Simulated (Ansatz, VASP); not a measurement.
**InGaPb3: VASP beside Ansatz**

INCAR

```
ALGO = Normal ; EDIFF = 1E-6
ENCUT = 520 ; GGA = PE
ISIF = 2 ; ISMEAR = 0
LASPH = True ; LCHARG = True
LELF = True ; LREAL = False
LVHAR = True ; LWAVE = False
NBANDS = 42 ; NELM = 80
PREC = Accurate ; SIGMA = 0.1
```

KPOINTS

```
k-points
0
Gamma
  3 3 3
```

File POSCAR:

```
InGaPb3
1.0
    3.6364143100      2.0994847800      3.0773481800
   -3.6364143100      2.0994847800      3.0773481800
    0.0000000000     -4.1989695600      3.0773481800
In Ga Pb
1 1 3
Direct
    0.5394300200      0.5394300200      0.5394300200
    0.0100000000      0.0100000000      0.0100000000
    0.5069299900      0.9987400200      0.5069299900
    0.5069299900      0.5069299900      0.9987400200
    0.9987400200      0.5069299900      0.5069299900
```

Input for Ansatz:

```yaml
crystal:
  lattice:
    - [3.63641431, 2.09948478, 3.07734818]
    - [-3.63641431, 2.09948478, 3.07734818]
    - [0.0, -4.19896956, 3.07734818]
  atoms:
    - { symbol: In, position: [0.53943002, 0.53943002, 0.53943002] }
    - { symbol: Ga, position: [0.01, 0.01, 0.01] }
    - { symbol: Pb, position: [0.50692999, 0.99874002, 0.50692999] }
    - { symbol: Pb, position: [0.50692999, 0.50692999, 0.99874002] }
    - { symbol: Pb, position: [0.99874002, 0.50692999, 0.50692999] }
basis:
  ecutwfc: 420
kpoints:
  mp_grid: { grid: [3, 3, 3] }
hamiltonian:
  xc: pbe
scf:
  occupations: { method: gaussian, width: 0.1 }
  lower_state_search: "off"
output:
  forces: true
  stress: true
  eigenvalues: true
```

Change from the starting cell: species swapped into the CsGeI3 type (R3m, No. 160).

Alike in both runs: task single point; functional PBE; k mesh 3 × 3 × 3; occupations gaussian, width 0.1 eV; no spin polarisation.

```csv
,VASP,Ansatz
version,VASP 6.6.1,Ansatz 0.2.0
potentials or method,"VASP PAW PBE potentials, release 64 (In_d, Ga_d, Pb_d), cutoff 520 eV","scalar-relativistic, plane waves, PAW"
valence electrons in the cell,68,68
```

Ansatz gave:

* gap on the k mesh at the Fermi level (eV): none
* pressure (GPa): 20.0
* traceless stress, the component that is largest in VASP (GPa): -2.56
* rms of the force components (eV/Å): 2.907

Task: Which values does VASP return?

Result: gap on the k mesh at the Fermi level (eV): none; pressure (GPa): 20.0; traceless stress, the component that is largest in VASP (GPa): -2.60; rms of the force components (eV/Å): 2.930.

Atom by atom the forces differ by 0.023 eV/Å (rms over components). A gap of «none» marks a metal or a gap that the smearing closes.

The k mesh is coarse, so the values compare programs but aren't converged. Spin-orbit coupling is off throughout.
